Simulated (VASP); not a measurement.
Input of a VASP 6.6.1 run:

File POSCAR:

```
TiAl3
1.0
    2.8396770000      0.0000000000      0.0000000000
    0.0000000000      4.6812640000      0.0000000000
    0.0000000000      0.0000000000      4.9007420000
Ti Al
1 3
Direct
    0.0000000000      0.5000000000      0.1659160000
    0.5000000000      0.5000000000      0.6672710000
    0.5000000000      0.0000000000      0.3309120000
    0.0000000000      0.0000000000      0.8359000000
```

Contents of INCAR.step1:

```
SYSTEM = TiAl3
  PREC = Accurate
  ENCUT = 520
  ISMEAR = 0
  SIGMA = 0.1
  LREAL = .False.
  LASPH = .True.
  NELM = 60
  NBANDS = 18
  GGA = PE
  ALGO = Normal
  EDIFF = 1E-4
  LWAVE = .True.
  LCHARG = .False.
```

INCAR.step2

```
SYSTEM = TiAl3
  PREC = Accurate
  ENCUT = 520
  EDIFF = 1E-7
  ISMEAR = 0
  SIGMA = 0.1
  LREAL = .False.
  LASPH = .True.
  NELM = 60
  ALGO = Normal
  ISIF = 2
  LWAVE = .False.
  LCHARG = .False.
  METAGGA = R2SCAN
  LMIXTAU = .True.
  NBANDS = 18
  ISTART = 1
```

File KPOINTS:

```
regular mesh
0
Gamma
  14 8 8
  0 0 0
```

Potentials or basis: VASP PAW PBE potentials, release 64 (Ti_sv, Al).

Command:

```bash
$ cat potpaw_PBE.64/Ti_sv/POTCAR potpaw_PBE.64/Al/POTCAR > POTCAR
$ cp INCAR.step1 INCAR
$ mpirun -np 1 vasp_std > vasp.out
$ cp INCAR.step2 INCAR
$ mpirun -np 1 vasp_std > vasp.out
```

Q: What does it give for the largest force?

A: 0.040 eV/Å.

Q: Estimate the pressure.

A: -2.3 GPa.

Forces in eV/Å, atoms in the order of the input:
```
Ti   0.000  0.000 -0.016
Al   0.000  0.000 -0.013
Al   0.000  0.000  0.040
Al   0.000  0.000 -0.010
```

Caveat: the PAW data sets were made with another functional, which shifts forces and pressure a little.
